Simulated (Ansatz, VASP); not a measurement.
# One calculation of Se, two programs

```
Se
1.0
    -1.67846    1.67846    1.67846
     1.67846   -1.67846    1.67846
     1.67846    1.67846   -1.67846
Se
1
Direct
  0.00000 0.00000 0.00000
```

Alike in both runs: task single point; functional LDA; k mesh 15 × 15 × 15; occupations fermi-dirac, width 0.1 eV; no spin polarisation.

|  | VASP | Ansatz |
| --- | --- | --- |
| version | VASP 6.6.1 | Ansatz 0.2.0 |
| potentials or method | VASP PAW LDA potentials, release 64 (Se), cutoff 520 eV | plane waves (420 eV) with PAW, scalar-relativistic |
| valence electrons in the cell | 6 | 16 |

```tsv
	VASP	Ansatz	Ansatz less VASP
pressure (GPa)	0.6	0.4	-0.16
```

Ansatz warns that its potentials were made for another functional, while VASP's fit it. LDA's correlation is that of Perdew and Zunger in VASP and of Perdew and Wang (1992) in Ansatz. VASP's potentials hold 6 valence electrons a cell and Ansatz's 16, so a difference there can come from the potentials and not from the codes.
